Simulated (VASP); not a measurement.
# Ti (Fm-3m) in VASP: notebook

Ti is run at these levels: PBEsol; tasks: single point.

Everything below comes from runs of VASP 6.6.1. Logs are shortened: lines on timing, memory, paths and dates and some standing lists are left out, and cuts for length are marked.

### Step 1. The cell of the first run

Symmetry: Fm-3m, No. 225, cubic system. The conventional cell has a = 3.025 Å, b = 3.025 Å, c = 3.025 Å, α = 90.00°, β = 90.00°, γ = 90.00°. Within 2.8 Å of Ti (site symmetry m-3m) lie 12 Ti at 2.14 Å.

This isn't the form of Ti at room conditions, which is hcp.

### Step 2. Single point, PBEsol (6.92 Å³/atom)

Contents of INCAR:

```
PREC = Accurate
ENCUT = 500
EDIFF = 1E-6
ISMEAR = -1
SIGMA = 0.1
LREAL = False
LASPH = True
NELM = 120
ALGO = Normal
ISIF = 2
LWAVE = False
LCHARG = False
GGA = PS
NBANDS = 12
GGA_COMPAT = False
```

Contents of KPOINTS:

```
regular mesh
0
Gamma
  22 22 22
```

Contents of POSCAR:

```
Ti
1.0
    0.0000000000      1.5126463336      1.5126463336
    1.5126463336      0.0000000000      1.5126463336
    1.5126463336      1.5126463336      0.0000000000
Ti
1
Direct
    0.0000000000      0.0000000000      0.0000000000
```

Potentials or basis: VASP PAW PBE potentials, release 64 (Ti_sv).

Launch:

```
$ cat potpaw_PBE.64/Ti_sv/POTCAR > POTCAR
$ mpirun -np 1 vasp_std > vasp.out
```

OUTCAR:

```text
PREC = Accurate
   ENCUT = 500
   EDIFF = 1E-6
   ISMEAR = -1
   LREAL = False
   LASPH = True
   NELM = 120
   ISIF = 2
   GGA = PS

 ion  position               nearest neighbor table
   1  0.000  0.000  0.000-

  LATTYP: Found a face centered cubic cell.
 ALAT       =     3.0252926672

  Lattice vectors:

 A1 = (   0.0000000000,   1.5126463336,   1.5126463336)
 A2 = (   1.5126463336,   0.0000000000,   1.5126463336)
 A3 = (   1.5126463336,   1.5126463336,   0.0000000000)

Analysis of symmetry for initial positions (statically):
=====================================================================
 Subroutine PRICEL returns:
 Original cell was already a primitive cell.

 Routine SETGRP: Setting up the symmetry group for a
 face centered cubic supercell.

 Subroutine GETGRP returns: Found 48 space group operations
 (whereof 48 operations were pure point group operations)
 out of a pool of 48 trial point group operations.

The static configuration has the point symmetry O_h .

Analysis of symmetry for dynamics (positions and initial velocities):
=====================================================================
 Subroutine PRICEL returns:
 Original cell was already a primitive cell.

 Routine SETGRP: Setting up the symmetry group for a
 face centered cubic supercell.

 Subroutine GETGRP returns: Found 48 space group operations
 (whereof 48 operations were pure point group operations)
 out of a pool of 48 trial point group operations.

The dynamic configuration has the point symmetry O_h .

 Subroutine INISYM returns: Found 48 space group operations
 (whereof 48 operations are pure point group operations),
 and found     1 'primitive' translations

----------------------------------------------------------------------------------------

                                     Primitive cell

  volume of cell :       6.9222

  direct lattice vectors                    reciprocal lattice vectors
     0.000000000  1.512646334  1.512646334    -0.330546532  0.330546532  0.330546532
     1.512646334  0.000000000  1.512646334     0.330546532 -0.330546532  0.330546532
     1.512646334  1.512646334  0.000000000     0.330546532  0.330546532 -0.330546532

  length of vectors
     2.139204960  2.139204960  2.139204960     0.572523388  0.572523388  0.572523388

  position of ions in fractional coordinates (direct lattice)
     0.000000000  0.000000000  0.000000000

  ion indices of the primitive-cell ions
   primitive index   ion index
                 1           1

----------------------------------------------------------------------------------------

 KPOINTS: regular mesh

Automatic generation of k-mesh.
 Grid dimensions read from file:
 generate k-points for:   22   22   22

 Generating k-lattice:

  Cartesian coordinates                     Fractional coordinates (reciprocal lattice)
    -0.015024842  0.015024842  0.015024842     0.045454545  0.000000000  0.000000000
     0.015024842 -0.015024842  0.015024842     0.000000000  0.045454545  0.000000000
     0.015024842  0.015024842 -0.015024842     0.000000000  0.000000000  0.045454545

  Length of vectors
     0.026023790  0.026023790  0.026023790

  Shift w.r.t. Gamma in fractional coordinates (k-lattice)
     0.000000000  0.000000000  0.000000000

 Subroutine IBZKPT returns following result:
 ===========================================

 Found    328 irreducible k-points:

 Following reciprocal coordinates:
            Coordinates               Weight
  0.000000  0.000000  0.000000      1.000000
  0.045455  0.000000  0.000000      8.000000
  0.090909  0.000000  0.000000      8.000000
  0.136364  0.000000  0.000000      8.000000
  0.181818  0.000000  0.000000      8.000000
  0.227273  0.000000  0.000000      8.000000
[... 16 lines left out ...]
  0.500000  0.045455  0.000000     24.000000
 -0.454545  0.045455  0.000000     24.000000
 [... further k-points ...]
   k-points           NKPTS =    328   k-points in BZ     NKDIM =    328   number of bands    NBANDS=     12
   number of dos      NEDOS =    301   number of ions     NIONS =      1
   total plane-waves  NPLWV =   4096
   dimension x,y,z NGX =    16 NGY =   16 NGZ =   16
   dimension x,y,z NGXF=    32 NGYF=   32 NGZF=   32
   ions per type =               1
   NGX,Y,Z   is equivalent  to a cutoff of  12.43, 12.43, 12.43 a.u.
   NGXF,Y,Z  is equivalent  to a cutoff of  24.87, 24.87, 24.87 a.u.
 SYSTEM =  unknown system
   PREC   = accura    normal or accurate (medium, high low for compatibility)
   ISTART =      0    job   : 0-new  1-cont  2-samecut
   ICHARG =      2    charge: 1-file 2-atom 10-const
   ISPIN  =      1    spin polarized calculation?
   LNONCOLLINEAR =      F non collinear calculations
   LSORBIT =      F    spin-orbit coupling
   LASPH  =      T    aspherical Exc in radial PAW
   ENCUT  =  500.0 eV  36.75 Ry    6.06 a.u.   3.90  3.90  3.90*2*pi/ulx,y,z
   NELM   =    120;   NELMIN=  2; NELMDL= -5     # of ELM steps
   EDIFF  = 0.1E-05   stopping-criterion for ELM
   LREAL  =      F    real-space projection
[... 7 lines left out ...]
   TEBEG  =    0.0;   TEEND  =   0.0 temperature during run
   PSTRESS=    0.0 pullay stress
   NELECT =      12.0000    total number of electrons
   NUPDOWN=      -1.0000    fix difference up-down
   EMIN   =  10.00;   EMAX   =-10.00  energy-range for DOS
   EFERMI =   0.00;   METHOD = LEGACY
   ISMEAR =    -1;   SIGMA  =   0.10  broadening in eV -4-tet -1-fermi 0-gaus
   EFERMI_NEDOS =   21; number of points for ismear=-14 and -15
   IALGO  =     38    algorithm
   IMIX   =      4    mixing-type and parameters
     AMIX     =   0.40;   BMIX     =  1.00
     AMIX_MAG =   1.60;   BMIX_MAG =  1.00
  volume/ion in A,a.u.               =       6.92        46.71
  Fermi-wavevector in a.u.,A,eV,Ry     =   1.966623  3.716379 52.621991  3.867607
  Thomas-Fermi vector in A             =   2.990298
   LORBIT       =      0    0 simple, 1 ext, 2 COOP (PROOUT), +10 PAW based schemes
   GGA     = PS    functional components
   LHFCALC =     F    Hartree Fock is set to
   AEXX    =    0.0000 exact exchange contribution
   IVDW    =     0    specifies the selected vdW correction
   LEPSILON=     F    determine dielectric tensor
   LRPA    =     F    only Hartree local field effects (RPA)
 non-spin polarized calculation
  energy-cutoff  :      500.00
  volume of cell :        6.92
 maximum number of plane-waves:       190
   NGX =  7   NGY =  7   NGZ =  7

 number of electron      12.0000002 magnetization

 Free energy of the ion-electron system (eV)
  ---------------------------------------------------
  ext. energy  EPLUGINS =         0.00000000
  ---------------------------------------------------
  free energy    TOTEN  =        -1.89668104 eV

  energy without entropy =       -1.88027699  energy(sigma->0) =       -1.88847901

 E-fermi :  22.3279     XC(G=0): -16.8691

 val. band max:       22.3013168672   @ k =  -0.2273   0.4091   0.1818
 cond. band min:      22.3289103522   @ k =  -0.2727   0.3636   0.1364
 fundamental gap:      0.0275934850
 Fermi energy:        22.3279354277

 k-point     1 :       0.0000    0.0000    0.0000
  band No.  band energies     occupation
      1     -36.3363      2.00000
      2      -6.8858      2.00000
      3      -6.8858      2.00000
      4      -6.8858      2.00000
      5      18.0074      2.00000
      6      22.4571      0.43127
      7      22.4571      0.43127
      8      22.4571      0.43127
      9      27.5836      0.00000
     10      27.5836      0.00000
     11      42.5172      0.00000
     12      52.7384      0.00000

 k-point     2 :       0.0455    0.0000    0.0000
  band No.  band energies     occupation
      1     -36.2896      2.00000
      2      -7.0714      2.00000
      3      -6.9056      2.00000
      4      -6.9056      2.00000
      5      18.1956      2.00000
      6      22.3451      0.91445
      7      22.5356      0.22286
      8      22.5356      0.22286
      9      27.5089      0.00000
     10      27.5089      0.00000
     11      42.8323      0.00000
     12      51.9056      0.00000

 k-point     3 :       0.0909    0.0000    0.0000
  band No.  band energies     occupation
      1     -36.1512      2.00000
      2      -7.6025      2.00000
      3      -6.9631      2.00000
      4      -6.9631      2.00000
      5      18.6882      2.00000
      6      22.0941      1.82407
      7      22.7500      0.02897
      8      22.7500      0.02897
      9      27.3195      0.00000
     10      27.3195      0.00000
     11      43.7079      0.00000
     12      50.2312      0.00000
[... 286 lines left out ...]
 k-point    23 :       0.5000    0.0455    0.0000
  band No.  band energies     occupation
      1     -33.4531      2.00000
      2     -14.8740      2.00000
      3      -7.9080      2.00000
      4      -7.8238      2.00000
      5      16.8908      2.00000
      6      21.6844      1.99680
      7      22.0469      1.88650
      8      29.5001      0.00000
      9      31.1846      0.00000
     10      32.3974      0.00000
     11      42.8417      0.00000
     12      46.8680      0.00000

 k-point    24 :      -0.4545    0.0455    0.0000
  band No.  band energies     occupation
      1     -33.4779      2.00000
      2     -14.8215      2.00000
      3      -7.9352      2.00000
      4      -7.7856      2.00000
      5      16.9163      2.00000
      6      21.7379      1.99454
      7      22.0322      1.90122
      8      29.5054      0.00000
      9      30.9225      0.00000
     10      32.4280      0.00000
     11      42.7680      0.00000
     12      47.0607      0.00000

 [... further k-points ...]

------------------------ aborting loop because EDIFF is reached ----------------------------------------

  FORCE on cell =-STRESS in cart. coord.  units (eV):
  Direction    XX          YY          ZZ          XY          YZ          ZX
  --------------------------------------------------------------------------------------
  -------------------------------------------------------------------------------------
  Total       17.1359264     17.1359264     17.1359264      0.0000000      0.0000000      0.0000000
  in kB     3966.2124922   3966.2124922   3966.2124922      0.0000000      0.0000000      0.0000000
  external PRESSURE =    3966.2124922 kB  Pullay stress =       0.0000000 kB

 VOLUME and BASIS-vectors are now :
 -----------------------------------------------------------------------------
  energy-cutoff  :      500.00
  volume of cell :        6.92
      direct lattice vectors                 reciprocal lattice vectors
     0.000000000  1.512646334  1.512646334    -0.330546532  0.330546532  0.330546532
     1.512646334  0.000000000  1.512646334     0.330546532 -0.330546532  0.330546532
     1.512646334  1.512646334  0.000000000     0.330546532  0.330546532 -0.330546532

 POSITION                                       TOTAL-FORCE (eV/Angst)
 -----------------------------------------------------------------------------------
      0.00000      0.00000      0.00000        -0.000000      0.000000      0.000000
 -----------------------------------------------------------------------------------
    total drift:                                0.000000      0.000000      0.000000

  FREE ENERGIE OF THE ION-ELECTRON SYSTEM (eV)
  ---------------------------------------------------
  free  energy   TOTEN  =        -1.8966810356 eV

  energy  without entropy=       -1.8802769876  energy(sigma->0) =       -1.88847901
```

It took 18 s on 1 thread of AMD EPYC 7R13 (Zen 3), shared host; peak memory 0.1 GiB.

Results:

```yaml
Free_energy: -1.8967 eV
Pressure: 396.6 GPa
Band_gap_on_the_k_mesh: zero (bands 6 and 7 overlap by 1.39 eV)
```

Levels at points of the mesh, in eV from the Fermi level:
| k point | band 2 | band 3 | band 4 | band 5 | band 6 | band 7 | band 8 | band 9 | band 10 | band 11 |
| --- | --- | --- | --- | --- | --- | --- | --- | --- | --- | --- |
| (0.00, 0.00, 0.00) | -29.21 | -29.21 | -29.21 | -4.32 | 0.13 | 0.13 | 0.13 | 5.26 | 5.26 | 20.19 |
| (0.50, 0.00, 0.00) | -37.27 | -30.11 | -30.11 | -5.61 | -0.43 | -0.43 | 8.44 | 8.85 | 8.85 | 20.22 |
| (0.50, 0.50, 0.00) | -36.51 | -31.91 | -31.91 | -8.53 | -7.16 | 8.83 | 9.87 | 9.87 | 14.16 | 25.12 |

Caveat: the cell stands under pressure; the PAW data sets were made with another functional, which shifts forces and pressure a little.

### Step 3. Single point, PBEsol

This run uses another cell than the first one, of 16.72 Å³/atom.

Contents of INCAR:

```
PREC     = Accurate       # precision mode
ENCUT    = 500            # plane-wave cutoff, eV
EDIFF    = 1E-6           # SCF threshold, eV
ISMEAR   = -1             # smearing method
SIGMA    = 0.1            # smearing width, eV
LREAL    = False          # projectors in reciprocal space
LASPH    = True           # aspherical terms in the spheres
NELM     = 120            # most SCF steps
ALGO     = Normal         # electronic algorithm
ISIF     = 2              # what is computed and relaxed
LWAVE    = False          # write WAVECAR
LCHARG   = True           # write CHGCAR
GGA      = PS             # functional
LELF     = True           # ELF
LVHAR    = True         
NBANDS   = 12             # bands
GGA_COMPAT= False
```

Contents of KPOINTS:

```
regular mesh
0
Gamma
  17 17 17
```

Contents of POSCAR:

```
Ti
1.0
    0.0000000000      2.0295696133      2.0295696133
    2.0295696133      0.0000000000      2.0295696133
    2.0295696133      2.0295696133      0.0000000000
Ti
1
Direct
    0.0000000000      0.0000000000      0.0000000000
```

Potentials or basis: VASP PAW PBE potentials, release 64 (Ti_sv).

Launch:

```
$ cat potpaw_PBE.64/Ti_sv/POTCAR > POTCAR
$ mpirun -np 1 vasp_std > vasp.out
```

It took 24 s on 1 thread of AMD EPYC 7R13 (Zen 3), shared host; peak memory 0.13 GiB.

Results (log left out):

| Item | Value |
| --- | --- |
| Free energy | -8.3105 eV |
| Pressure | -0.3 GPa |
| Band gap on the k mesh | zero (bands 6 and 7 overlap by 1.39 eV) |

Levels at points of the mesh, in eV from the Fermi level:
```csv
k point,band 2,band 3,band 4,band 5,band 6,band 7,band 8,band 9,band 10,band 11
"(0.00, 0.00, 0.00)",-32.32,-32.32,-32.32,-6.19,0.90,0.90,0.90,2.61,2.61,15.48
```

Caveat: the PAW data sets were made with another functional, which shifts forces and pressure a little.

The gap in the log of VASP goes by the Fermi energy; the results here count the filled bands.